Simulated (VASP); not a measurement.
# V (Im-3m) in VASP: notebook

Runs on V. Level: LDA. Tasks: single point, relaxation of cell and atoms.

Everything below comes from runs of VASP 6.6.1. Logs are shortened: lines on timing, memory, paths and dates and some standing lists are left out, and cuts for length are marked.

## (1) The cell of the first run

It takes space group Im-3m (No. 229, cubic). Conventional cell: a = 2.897 Å, b = 2.897 Å, c = 2.897 Å, α = 90.00°, β = 90.00°, γ = 90.00°. Within 3.3 Å of V (site symmetry m-3m) lie 14 V at 2.51 to 2.90 Å.

## (2) Single point, LDA (volume scaled by 0.97)

The input, INCAR:

```
SYSTEM = V
  ALGO = Normal
  EDIFF = 1E-7
  ENCUT = 520
  ISIF = 2
  ISMEAR = 0
  LASPH = .True.
  LCHARG = .False.
  LREAL = .False.
  LWAVE = .False.
  NBANDS = 12
  NELM = 80
  PREC = Accurate
  SIGMA = 0.1
```

The input, KPOINTS:

```
k-points
0
Gamma
  20 20 20
  0 0 0
```

The input, POSCAR:

```
V
1.0
   -1.4485876437      1.4485876437      1.4485876437
    1.4485876437     -1.4485876437      1.4485876437
    1.4485876437      1.4485876437     -1.4485876437
V
1
Direct
    0.0000000000      0.0000000000      0.0000000000
```

Potentials or basis: VASP PAW LDA potentials, release 64 (V_sv).

On the command line:

```sh
> cat potpaw_LDA.64/V_sv/POTCAR > POTCAR
> mpirun -np 1 vasp_std > vasp.out
```

OUTCAR:

```text
SYSTEM = V
   EDIFF = 1E-7
   ENCUT = 520
   ISIF = 2
   ISMEAR = 0
   LASPH = .True.
   LREAL = .False.
   NELM = 80
   PREC = Accurate

 ion  position               nearest neighbor table
   1  0.000  0.000  0.000-

  LATTYP: Found a body centered cubic cell.
 ALAT       =     2.8971752874

  Lattice vectors:

 A1 = (  -1.4485876437,   1.4485876437,   1.4485876437)
 A2 = (   1.4485876437,  -1.4485876437,   1.4485876437)
 A3 = (   1.4485876437,   1.4485876437,  -1.4485876437)

Analysis of symmetry for initial positions (statically):
=====================================================================
 Subroutine PRICEL returns:
 Original cell was already a primitive cell.

 Routine SETGRP: Setting up the symmetry group for a
 body centered cubic supercell.

 Subroutine GETGRP returns: Found 48 space group operations
 (whereof 48 operations were pure point group operations)
 out of a pool of 48 trial point group operations.

The static configuration has the point symmetry O_h .

Analysis of symmetry for dynamics (positions and initial velocities):
=====================================================================
 Subroutine PRICEL returns:
 Original cell was already a primitive cell.

 Routine SETGRP: Setting up the symmetry group for a
 body centered cubic supercell.

 Subroutine GETGRP returns: Found 48 space group operations
 (whereof 48 operations were pure point group operations)
 out of a pool of 48 trial point group operations.

The dynamic configuration has the point symmetry O_h .

 Subroutine INISYM returns: Found 48 space group operations
 (whereof 48 operations are pure point group operations),
 and found     1 'primitive' translations

----------------------------------------------------------------------------------------

                                     Primitive cell

  volume of cell :      12.1589

  direct lattice vectors                    reciprocal lattice vectors
    -1.448587644  1.448587644  1.448587644     0.000000000  0.345163789  0.345163789
     1.448587644 -1.448587644  1.448587644     0.345163789  0.000000000  0.345163789
     1.448587644  1.448587644 -1.448587644     0.345163789  0.345163789  0.000000000

  length of vectors
     2.509027398  2.509027398  2.509027398     0.488135312  0.488135312  0.488135312

  position of ions in fractional coordinates (direct lattice)
     0.000000000  0.000000000  0.000000000

  ion indices of the primitive-cell ions
   primitive index   ion index
                 1           1

----------------------------------------------------------------------------------------

 KPOINTS: k-points

Automatic generation of k-mesh.
 Grid dimensions read from file:
 generate k-points for:   20   20   20

 Generating k-lattice:

  Cartesian coordinates                     Fractional coordinates (reciprocal lattice)
     0.000000000  0.017258189  0.017258189     0.050000000  0.000000000  0.000000000
     0.017258189  0.000000000  0.017258189     0.000000000  0.050000000  0.000000000
     0.017258189  0.017258189  0.000000000     0.000000000  0.000000000  0.050000000

  Length of vectors
     0.024406766  0.024406766  0.024406766

  Shift w.r.t. Gamma in fractional coordinates (k-lattice)
     0.000000000  0.000000000  0.000000000

 Subroutine IBZKPT returns following result:
 ===========================================

 Found    256 irreducible k-points:

 Following reciprocal coordinates:
            Coordinates               Weight
  0.000000  0.000000  0.000000      1.000000
  0.050000  0.000000  0.000000     12.000000
  0.100000  0.000000  0.000000     12.000000
  0.150000  0.000000  0.000000     12.000000
  0.200000  0.000000  0.000000     12.000000
  0.250000  0.000000  0.000000     12.000000
[... 16 lines left out ...]
  0.200000  0.100000 -0.000000     48.000000
  0.250000  0.100000 -0.000000     48.000000
 [... further k-points ...]
   k-points           NKPTS =    256   k-points in BZ     NKDIM =    256   number of bands    NBANDS=     12
   number of dos      NEDOS =    301   number of ions     NIONS =      1
   total plane-waves  NPLWV =   8000
   dimension x,y,z NGX =    20 NGY =   20 NGZ =   20
   dimension x,y,z NGXF=    40 NGYF=   40 NGZF=   40
   ions per type =               1
   NGX,Y,Z   is equivalent  to a cutoff of  13.25, 13.25, 13.25 a.u.
   NGXF,Y,Z  is equivalent  to a cutoff of  26.50, 26.50, 26.50 a.u.
 SYSTEM =  V
   PREC   = accura    normal or accurate (medium, high low for compatibility)
   ISTART =      0    job   : 0-new  1-cont  2-samecut
   ICHARG =      2    charge: 1-file 2-atom 10-const
   ISPIN  =      1    spin polarized calculation?
   LNONCOLLINEAR =      F non collinear calculations
   LSORBIT =      F    spin-orbit coupling
   LASPH  =      T    aspherical Exc in radial PAW
   ENCUT  =  520.0 eV  38.22 Ry    6.18 a.u.   4.67  4.67  4.67*2*pi/ulx,y,z
   NELM   =     80;   NELMIN=  2; NELMDL= -5     # of ELM steps
   EDIFF  = 0.1E-06   stopping-criterion for ELM
   LREAL  =      F    real-space projection
   EDIFFG = 0.1E-05   stopping-criterion for IOM
   NSW    =      0    number of steps for IOM
   IBRION =     -1    ionic relax: 0-MD 1-quasi-New 2-CG
   NFREE  =      0    steps in history (QN), initial steepest desc. (CG)
   ISIF   =      2    stress and relaxation
   ISYM   =      2    0-nonsym 1-usesym 2-fastsym
   POTIM  = 0.5000    time-step for ionic-motion
   TEBEG  =    0.0;   TEEND  =   0.0 temperature during run
   PSTRESS=    0.0 pullay stress
   NELECT =      13.0000    total number of electrons
   NUPDOWN=      -1.0000    fix difference up-down
   EMIN   =  10.00;   EMAX   =-10.00  energy-range for DOS
   EFERMI =   0.00;   METHOD = LEGACY
   ISMEAR =     0;   SIGMA  =   0.10  broadening in eV -4-tet -1-fermi 0-gaus
   EFERMI_NEDOS =   21; number of points for ismear=-14 and -15
   IALGO  =     38    algorithm
   IMIX   =      4    mixing-type and parameters
     AMIX     =   0.40;   BMIX     =  1.00
     AMIX_MAG =   1.60;   BMIX_MAG =  1.00
  volume/ion in A,a.u.               =      12.16        82.05
  Fermi-wavevector in a.u.,A,eV,Ry     =   1.674009  3.163419 38.127699  2.802307
  Thomas-Fermi vector in A             =   2.758880
   LORBIT       =      0    0 simple, 1 ext, 2 COOP (PROOUT), +10 PAW based schemes
   GGA     = CA    functional components
   LHFCALC =     F    Hartree Fock is set to
   AEXX    =    0.0000 exact exchange contribution
   IVDW    =     0    specifies the selected vdW correction
   LEPSILON=     F    determine dielectric tensor
   LRPA    =     F    only Hartree local field effects (RPA)
 non-spin polarized calculation
 Gauss-broadening in eV      SIGMA  =   0.10
  energy-cutoff  :      520.00
  volume of cell :       12.16
 maximum number of plane-waves:       370
   NGX =  9   NGY =  9   NGZ =  9

 number of electron      13.0000003 magnetization

 Free energy of the ion-electron system (eV)
  ---------------------------------------------------
  ext. energy  EPLUGINS =         0.00000000
  ---------------------------------------------------
  free energy    TOTEN  =        -9.94419327 eV

  energy without entropy =       -9.93618754  energy(sigma->0) =       -9.94019040

 E-fermi :  10.8258     XC(G=0): -13.7994

 val. band max:       10.8153781856   @ k =  -0.1500   0.2000   0.0500
 cond. band min:      10.8358971585   @ k =   0.1000   0.0500   0.0500
 fundamental gap:      0.0205189729
 Fermi energy:        10.8257589458

 k-point     1 :       0.0000    0.0000    0.0000
  band No.  band energies     occupation
      1     -52.0434      2.00000
      2     -25.5430      2.00000
      3     -25.5430      2.00000
      4     -25.5430      2.00000
      5       4.1213      2.00000
      6      11.2210      0.00000
      7      11.2210      0.00000
      8      11.2210      0.00000
      9      13.4907      0.00000
     10      13.4907      0.00000
     11      32.1596      0.00000
     12      32.1596      0.00000

 k-point     2 :       0.0500    0.0000    0.0000
  band No.  band energies     occupation
      1     -52.0360      2.00000
      2     -25.5759      2.00000
      3     -25.5528      2.00000
      4     -25.5433      2.00000
      5       4.2333      2.00000
      6      11.1704      0.00000
      7      11.2113      0.00000
      8      11.3046      0.00000
      9      13.4298      0.00000
     10      13.4937      0.00000
     11      32.0343      0.00000
     12      32.1634      0.00000

 k-point     3 :       0.1000    0.0000    0.0000
  band No.  band energies     occupation
      1     -52.0144      2.00000
      2     -25.6709      2.00000
      3     -25.5811      2.00000
      4     -25.5442      2.00000
      5       4.5603      2.00000
      6      11.0260      0.00462
      7      11.1688      0.00000
      8      11.5512      0.00000
      9      13.2824      0.00000
     10      13.5044      0.00000
     11      31.6276      0.00000
     12      32.1096      0.00000
[... 286 lines left out ...]
 k-point    23 :       0.2000    0.1000   -0.0000
  band No.  band energies     occupation
      1     -51.8752      2.00000
      2     -26.2324      2.00000
      3     -25.7458      2.00000
      4     -25.5897      2.00000
      5       6.6658      2.00000
      6      10.2592      2.00000
      7      10.5166      1.99999
      8      12.9509      0.00000
      9      13.4510      0.00000
     10      13.7884      0.00000
     11      28.3890      0.00000
     12      29.8747      0.00000

 k-point    24 :       0.2500    0.1000   -0.0000
  band No.  band energies     occupation
      1     -51.8293      2.00000
      2     -26.4033      2.00000
      3     -25.8153      2.00000
      4     -25.5937      2.00000
      5       7.2269      2.00000
      6      10.0006      2.00000
      7      10.5399      1.99995
      8      13.0715      0.00000
      9      13.8431      0.00000
     10      14.2004      0.00000
     11      26.8431      0.00000
     12      29.0560      0.00000

 [... further k-points ...]
[... 5 lines left out ...]
  --------------------------------------------------------------------------------------
  -------------------------------------------------------------------------------------
  Total        0.5480814      0.5480814      0.5480814      0.0000000     -0.0000000      0.0000000
  in kB       72.2206364     72.2206364     72.2206364      0.0000000     -0.0000000      0.0000000
  external PRESSURE =      72.2206364 kB  Pullay stress =       0.0000000 kB

 VOLUME and BASIS-vectors are now :
 -----------------------------------------------------------------------------
  energy-cutoff  :      520.00
  volume of cell :       12.16
      direct lattice vectors                 reciprocal lattice vectors
    -1.448587644  1.448587644  1.448587644     0.000000000  0.345163789  0.345163789
     1.448587644 -1.448587644  1.448587644     0.345163789  0.000000000  0.345163789
     1.448587644  1.448587644 -1.448587644     0.345163789  0.345163789  0.000000000

 POSITION                                       TOTAL-FORCE (eV/Angst)
 -----------------------------------------------------------------------------------
      0.00000      0.00000      0.00000        -0.000000      0.000000     -0.000000
 -----------------------------------------------------------------------------------
    total drift:                                0.000000     -0.000000      0.000000

  FREE ENERGIE OF THE ION-ELECTRON SYSTEM (eV)
  ---------------------------------------------------
  free  energy   TOTEN  =        -9.9441932679 eV

  energy  without entropy=       -9.9361875401  energy(sigma->0) =       -9.94019040
```

Run time: 11 s. Hardware: 1 thread of Intel Xeon 6975P-C (Granite Rapids), shared host; peak memory 0.14 GiB.

What came out:

```
Free energy : -9.9442 eV
Pressure    : 7.2 GPa
```

Levels at points of the mesh, in eV from the Fermi level:
| k point | band 2 | band 3 | band 4 | band 5 | band 6 | band 7 | band 8 | band 9 | band 10 | band 11 |
| --- | --- | --- | --- | --- | --- | --- | --- | --- | --- | --- |
| (0.00, 0.00, 0.00) | -36.37 | -36.37 | -36.37 | -6.70 | 0.40 | 0.40 | 0.40 | 2.66 | 2.66 | 21.33 |
| (0.50, 0.00, 0.00) | -37.64 | -36.76 | -36.38 | -3.55 | -1.38 | 2.16 | 2.70 | 3.10 | 4.70 | 11.54 |
| (0.50, 0.50, 0.50) | -37.22 | -37.22 | -37.22 | -3.52 | -3.52 | 4.24 | 4.24 | 4.24 | 11.23 | 11.23 |

Caveat: the cell differs from its parent crystal (volume scaled by 0.97).

## (3) Single point, LDA

This run uses another cell than the first one, of 12.53 Å³/atom, 1.031 times its volume.

The input, INCAR:

```
PREC = Accurate
ENCUT = 520
EDIFF = 1E-7
ISMEAR = 0
SIGMA = 0.1
LREAL = False
LASPH = True
NELM = 60
ALGO = Normal
ISIF = 2
LWAVE = False
LCHARG = True
GGA = CA
LELF = True
LVHAR = True
NBANDS = 12
```

The input, KPOINTS:

```
Automatic mesh
0
Gamma
  20 20 20
```

The input, POSCAR:

```
V
1.0
   -1.4633701712      1.4633701712      1.4633701712
    1.4633701712     -1.4633701712      1.4633701712
    1.4633701712      1.4633701712     -1.4633701712
V
1
Direct
    0.0000000000      0.0000000000      0.0000000000
```

Potentials or basis: VASP PAW LDA potentials, release 64 (V_sv).

On the command line:

```sh
> cat potpaw_LDA.64/V_sv/POTCAR > POTCAR
> mpirun -np 1 vasp_std > vasp.out
```

Run time: 12 s. Hardware: 1 thread of Intel Xeon 6975P-C (Granite Rapids), shared host; peak memory 0.14 GiB.

The run converged. Its results:

* Free energy: -9.9533 eV
* Pressure: 0.4 GPa

Levels at points of the mesh, in eV from the Fermi level:
```tsv
k point	band 2	band 3	band 4	band 5	band 6	band 7	band 8	band 9	band 10	band 11
(0.00, 0.00, 0.00)	-36.46	-36.46	-36.46	-6.65	0.40	0.40	0.40	2.58	2.58	21.10
(0.50, 0.00, 0.00)	-37.62	-36.81	-36.47	-3.43	-1.30	2.02	2.61	2.99	4.53	11.12
(0.50, 0.50, 0.50)	-37.24	-37.24	-37.24	-3.36	-3.36	4.09	4.09	4.09	10.92	10.92
```

## (4) Single point, LDA (volume scaled by 1.03)

The input, INCAR:

```
SYSTEM = V
PREC = Accurate ; ENCUT = 520
EDIFF = 1E-6 ; ISMEAR = 0
SIGMA = 0.1 ; LREAL = .FALSE.
LASPH = .TRUE. ; NELM = 60
ALGO = Normal ; ISIF = 2
LWAVE = .FALSE. ; LCHARG = .TRUE.
GGA = CA ; LELF = .TRUE.
LVHAR = .TRUE. ; NBANDS = 12
```

The input, KPOINTS:

```
regular mesh
0
G
  20 20 20
  0 0 0
```

The input, POSCAR:

```
V
1.0
   -1.4778599271      1.4778599271      1.4778599271
    1.4778599271     -1.4778599271      1.4778599271
    1.4778599271      1.4778599271     -1.4778599271
V
1
Direct
    0.0000000000      0.0000000000      0.0000000000
```

On the command line:

```sh
> cat potpaw_LDA.64/V_sv/POTCAR > POTCAR
> mpirun -np 1 vasp_std > vasp.out
```

Wall time 13 s (1 thread of Intel Xeon 6975P-C (Granite Rapids), shared host); peak memory 0.14 GiB.

Results (log left out):

```
Free energy : -9.9475 eV
Pressure    : -5.5 GPa
```

Levels at points of the mesh, in eV from the Fermi level:
```tsv
k point	band 3	band 4	band 5	band 6	band 7	band 8	band 9	band 10
(0.00, 0.00, 0.00)	-36.54	-36.54	-6.60	0.40	0.40	0.40	2.50	2.50
(0.50, 0.00, 0.00)	-36.87	-36.55	-3.32	-1.23	1.90	2.52	2.89	4.36
(0.50, 0.50, 0.50)	-37.26	-37.26	-3.21	-3.21	3.94	3.94	3.94	10.63
```

Caveat: the cell differs from its parent crystal (volume scaled by 1.03).

## (5) Single point, LDA (volume scaled by 1.06)

The input, INCAR:

```
PREC = Accurate
ENCUT = 520
EDIFF = 1E-7
ISMEAR = 0
SIGMA = 0.1
LREAL = F
LASPH = T
NELM = 80
ALGO = Fast
ISIF = 2
LWAVE = F
LCHARG = T
GGA = CA
LELF = T
LVHAR = T
NBANDS = 12
```

The input, KPOINTS:

```
regular mesh
0
Gamma
  20 20 20
```

The input, POSCAR:

```
V
1.0
   -1.4920709905      1.4920709905      1.4920709905
    1.4920709905     -1.4920709905      1.4920709905
    1.4920709905      1.4920709905     -1.4920709905
V
1
Direct
    0.0000000000      0.0000000000      0.0000000000
```

On the command line:

```sh
> cat potpaw_LDA.64/V_sv/POTCAR > POTCAR
> mpirun -np 1 vasp_std > vasp.out
```

Run time: 16 s. Hardware: 1 thread of Intel Xeon 6975P-C (Granite Rapids), shared host; peak memory 0.14 GiB.

Results (log left out):

* Free energy: -9.9288 eV
* Pressure: -10.6 GPa

Levels at points of the mesh, in eV from the Fermi level:
| k point | band 4 | band 5 | band 6 | band 7 | band 8 | band 9 |
| --- | --- | --- | --- | --- | --- | --- |
| (0.00, 0.00, 0.00) | -36.62 | -6.54 | 0.39 | 0.39 | 0.39 | 2.42 |
| (0.50, 0.00, 0.00) | -36.63 | -3.22 | -1.17 | 1.79 | 2.43 | 2.79 |
| (0.50, 0.50, 0.50) | -37.28 | -3.07 | -3.07 | 3.80 | 3.80 | 3.80 |

Caveat: the cell differs from its parent crystal (volume scaled by 1.06).

(Continued in part 2 of 2.)
